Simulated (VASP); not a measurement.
# SiC: single point with PBE

SiC:

```
Si C
1.0
     2.85685    0.00000    0.00000
    -1.42843    2.47411    0.00000
     0.00000    0.00000    4.70199
Si C
2 2
Direct
  0.00000 0.00000 0.00000
  0.00000 0.00000 0.50000
  0.33333 0.66667 0.25000
  0.66667 0.33333 0.75000
```

* Program: VASP 6.6.1
* Task: single point
* Functional: PBE
* Potentials or basis: VASP PAW PBE potentials, release 64 (Si, C)
* Cutoff: 520 eV
* k mesh: 9 × 9 × 4
* Occupations: fermi-dirac, width 0.02 eV
* Spin: no spin polarisation

```json
{"Pressure": "6.4 GPa", "Band gap on the k mesh": "zero (band 8 reaches 12.34 eV, above the bottom of band 9 at 10.87 eV)"}
```

Stress tensor (GPa, compression positive):
```
5.03 0.00 0.00
0.00 5.03 0.00
0.00 0.00 9.10
```

Levels at points of the mesh, in eV from the Fermi level:
| k point | band 6 | band 7 | band 8 | band 9 | band 10 | band 11 |
| --- | --- | --- | --- | --- | --- | --- |
| (0.00, 0.00, 0.00) | -0.16 | -0.16 | 0.33 | 5.50 | 5.89 | 7.93 |
| (0.00, 0.00, 0.50) | -0.34 | -0.34 | -0.34 | 5.90 | 5.90 | 7.15 |

Run time: 9.9 s on 1 thread of AMD EPYC 9R45 96-Core Processor (Zen 5), on a shared host, peak memory 0.12 GiB.
